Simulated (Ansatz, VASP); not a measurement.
**Mg2Ti3O3 in VASP and in Ansatz**

```xyz
8
Lattice="6.5364 0.0000 0.0000 -3.2682 5.6607 0.0000 0.0000 0.0000 2.7784" Properties=species:S:1:pos:R:3 pbc="T T T"
Mg    0.0000    0.0000    1.3892
Mg    3.2682    1.8869    0.0000
Ti    1.2563    4.4991    0.0000
Ti   -1.2563    4.4991    0.0000
Ti    0.0000    2.3231    0.0000
O     4.8832    2.8193    1.3892
O     1.6532    2.8193    1.3892
O     3.2682    0.0221    1.3892
```

Change from the starting cell: species swapped into the Mn3Fe3Ge2 type (P-6m2, No. 187).

Alike in both runs: functional PBE; k mesh 6 × 6 × 12; occupations gaussian, width 0.1 eV; no spin polarisation.

Ansatz relaxed the structure, and its values are those at the end. VASP's run is a single point on that final structure, the one shown.

|  | VASP | Ansatz |
| --- | --- | --- |
| version | VASP 6.6.1 | Ansatz 0.2.0 |
| potentials or method | VASP PAW PBE potentials, release 64 (Mg, Ti_sv, O), cutoff 520 eV | scalar-relativistic, plane waves, PAW |
| valence electrons in the cell | 58 | 74 |

Ansatz gave:

```
gap on the k mesh at the Fermi level (eV) : none
pressure (GPa)                            : 0.0
rms of the force components (eV/Å)        : 0.003
```

Which values does VASP return?

gap on the k mesh at the Fermi level (eV): none; pressure (GPa): 0.0; rms of the force components (eV/Å): 0.019.

A gap of «none» marks a metal or a gap that the smearing closes. VASP's potentials hold 58 valence electrons a cell and Ansatz's 74, so a difference there can come from the potentials and not from the codes.
